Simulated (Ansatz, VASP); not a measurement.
# CO2: VASP beside Ansatz

```
CELL_PARAMETERS angstrom
4.10896 0.00000 0.00000
0.00000 4.10896 0.00000
0.00000 0.00000 4.36862
ATOMIC_POSITIONS crystal
C 0.00000 0.00000 0.00000
C 0.50000 0.50000 0.50000
O 0.19969 0.19969 0.00000
O 0.30031 0.69969 0.50000
O 0.80031 0.80031 0.00000
O 0.69969 0.30031 0.50000
```

Alike in both runs: functional LDA; k mesh 5 × 5 × 5; no spin polarisation.

Ansatz relaxed the structure, and its values are those at the end. VASP's run is a single point on that final structure, the one shown.

|  | VASP | Ansatz |
| --- | --- | --- |
| version | VASP 6.6.1 | Ansatz 0.2.0 |
| potentials or method | VASP PAW LDA potentials, release 64 (C, O) | plane waves, PAW |
| plane-wave cutoff (eV) | 520 | 420 |
| occupations | gaussian, width 0.01 eV | fixed |
| valence electrons in the cell | 32 | 32 |

```tsv
	VASP	Ansatz	Ansatz less VASP
pressure (GPa)	2.3	0.0	-2.30
rms of the force components (eV/Å)	0.378	0.001	-0.3775
```

LDA's correlation is that of Perdew and Zunger in VASP and of Perdew and Wang (1992) in Ansatz.

Noted on VASP's run: the standard files for N, O and F lose accuracy on very short bonds.
